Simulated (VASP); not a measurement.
Set up this calculation in VASP 6.6.1, as the native input.

```yaml
Task: single point
Functional: PBEsol
Potentials_or_basis: VASP PAW PBE potentials, release 64 (O, Mg)
Cutoff: 600 eV
k_mesh: 1 × 1 × 1, shifted
Occupations: fermi-dirac, width 0.05 eV
Spin: no spin polarisation
Dipole_correction: no
Further_INCAR_settings: LREAL = Auto; ALGO = Normal; EDIFF = 1e-06; NBANDS = 166; ISYM = 0
```

The structure of MgO lies in POSCAR:

```
MgO
1.0
    8.4288080000      0.0000000000      0.0000000000
    0.0000000000      8.4288080000      0.0000000000
    0.0000000000      0.0000000000      8.4288080000
O Mg
32 32
Direct
    0.2717400000      0.0143760000      0.9723810000
    0.2602620000      0.9861450000      0.4967540000
    0.2443200000      0.4917050000      0.0013180000
    0.2398690000      0.5024020000      0.4850130000
    0.7722230000      0.0170400000      0.0121880000
    0.7675170000      0.0036140000      0.5191390000
    0.7386670000      0.5065060000      0.9891950000
    0.7684740000      0.4915640000      0.4844050000
    0.9772600000      0.2468200000      0.9679180000
    0.0154950000      0.2376000000      0.4996370000
    0.9646480000      0.7455270000      0.9980940000
    0.0008600000      0.7668430000      0.4891900000
    0.4765590000      0.2506250000      0.0155970000
    0.4748790000      0.2384080000      0.4683370000
    0.5029950000      0.7592830000      0.0146650000
    0.4888670000      0.7452460000      0.5093330000
    0.0006920000      0.0120600000      0.2470610000
    0.9772950000      0.9950420000      0.7432900000
    0.0119860000      0.4948820000      0.2366120000
    0.0154780000      0.4995080000      0.7539280000
    0.4867090000      0.0063530000      0.2435530000
    0.4898430000      0.9978570000      0.7178610000
    0.4992320000      0.5038750000      0.2377040000
    0.4946570000      0.5202460000      0.7522970000
    0.2359830000      0.2289270000      0.2639550000
    0.2502240000      0.2449390000      0.7404690000
    0.2632870000      0.7524930000      0.2327940000
    0.2513730000      0.7648290000      0.7553280000
    0.7453480000      0.2414310000      0.2400930000
    0.7563130000      0.2580300000      0.7685440000
    0.7784840000      0.7679430000      0.2154950000
    0.7468280000      0.7765910000      0.7393520000
    0.9751500000      0.0318850000      0.0242490000
    0.9865820000      0.0014930000      0.5165690000
    0.9841280000      0.4901440000      0.0056000000
    0.0091780000      0.4930200000      0.4888910000
    0.4939640000      0.0040490000      0.9653630000
    0.5030250000      0.9884070000      0.4680320000
    0.5179150000      0.5075450000      0.9982870000
    0.5092930000      0.4744660000      0.5089230000
    0.2351160000      0.2583910000      0.9753010000
    0.2295830000      0.2372960000      0.5110800000
    0.2394390000      0.7353390000      0.9965410000
    0.2419070000      0.7497050000      0.4849100000
    0.7556570000      0.2843560000      0.0069600000
    0.7800620000      0.2426110000      0.4661050000
    0.7462800000      0.7709870000      0.9973440000
    0.7735380000      0.7771790000      0.4909470000
    0.2381960000      0.9765810000      0.2637910000
    0.2402840000      0.9888520000      0.7520220000
    0.2628710000      0.5152990000      0.2580590000
    0.2516780000      0.4945300000      0.7449420000
    0.7512240000      0.9806680000      0.2661220000
    0.7428740000      0.0043620000      0.7613700000
    0.7608420000      0.4854600000      0.2473560000
    0.7567180000      0.5082190000      0.7335200000
    0.9993430000      0.2736520000      0.2393690000
    0.0244550000      0.2666670000      0.7626230000
    0.0001030000      0.7546090000      0.2413790000
    0.0063200000      0.7671470000      0.7455660000
    0.5299910000      0.2593870000      0.2671170000
    0.5218520000      0.2389610000      0.7475630000
    0.5006510000      0.7331900000      0.2520190000
    0.5187690000      0.7322300000      0.7525340000
```

The input as run:

INCAR

```
SYSTEM = MgO
PREC = Accurate
ENCUT = 600
EDIFF = 1E-6
ISMEAR = -1
SIGMA = 0.05
LREAL = Auto
LASPH = .TRUE.
NELM = 120
ALGO = Normal
ISIF = 2
LWAVE = .FALSE.
LCHARG = .FALSE.
GGA = PS
ISYM = 0
NBANDS = 166
GGA_COMPAT = .FALSE.
```

KPOINTS

```
Automatic mesh
0
Gamma
  1 1 1
  0.25 0.25 0.25
```

Potentials or basis: VASP PAW PBE potentials, release 64 (O, Mg).

Run with:

```sh
$ cat potpaw_PBE.64/O/POTCAR potpaw_PBE.64/Mg/POTCAR > POTCAR
$ mpirun -np 1 vasp_std > vasp.out
```

Results of the run:

| Property | Result |
| --- | --- |
| Pressure | 9.3 GPa |
| Largest force | 6.776 eV/Å |
| Band gap on the k mesh | 3.43 eV |

Caveat: the cell stands under pressure; the PAW data sets were made with another functional, which shifts forces and pressure a little; a shifted mesh leaves out Γ, where band edges can lie.

It took 28 min on 1 thread of AMD EPYC 9755 128-Core Processor, on a shared host, peak memory 0.8 GiB.
